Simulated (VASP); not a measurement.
A run of VASP 6.6.1 is set up as follows.

File INCAR:

```
PREC = Accurate
ENCUT = 700
EDIFF = 1E-6
ISMEAR = 0
SIGMA = 0.01
LREAL = False
LASPH = True
NELM = 120
ALGO = Normal
ISIF = 2
LWAVE = False
LCHARG = True
GGA = PS
LELF = True
LVHAR = True
NBANDS = 25
GGA_COMPAT = False
```

KPOINTS

```
regular mesh
0
Gamma
  6 6 4
```

Contents of POSCAR:

```
CdH2O2
1.0
    3.4559332325      0.0000000000      0.0000000000
   -1.7279617010      2.9929178259      0.0000000000
    0.0000000000      0.0000000000      4.5642702181
Cd H O
1 2 2
Direct
    0.0000000000      0.0000000000      0.0000000000
    0.6666666667      0.3333333333      0.5509600000
    0.3333333333      0.6666666667      0.4490400000
    0.6666666667      0.3333333333      0.7593700000
    0.3333333333      0.6666666667      0.2406300000
```

Potentials or basis: VASP PAW PBE potentials, release 64 (Cd_sv_GW, H, O).

Command:

```sh
$ cat potpaw_PBE.64/Cd_sv_GW/POTCAR potpaw_PBE.64/H/POTCAR potpaw_PBE.64/O/POTCAR > POTCAR
$ mpirun -np 1 vasp_std > vasp.out
```

**Question.** Estimate the band gap on the k mesh.

**Answer.** 1.75 eV (least direct gap 2.11 eV).

**Question.** Predict the pressure.

**Answer.** 5.9 GPa.

Stress tensor (GPa, compression positive):
```
 3.30  0.00  0.00
 0.00  3.30  0.00
 0.00  0.00 11.18
```

Caveat: the stress differs along the axes, from 3 to 11 GPa; the PAW data sets were made with another functional, which shifts forces and pressure a little. A k mesh can miss the band edges.
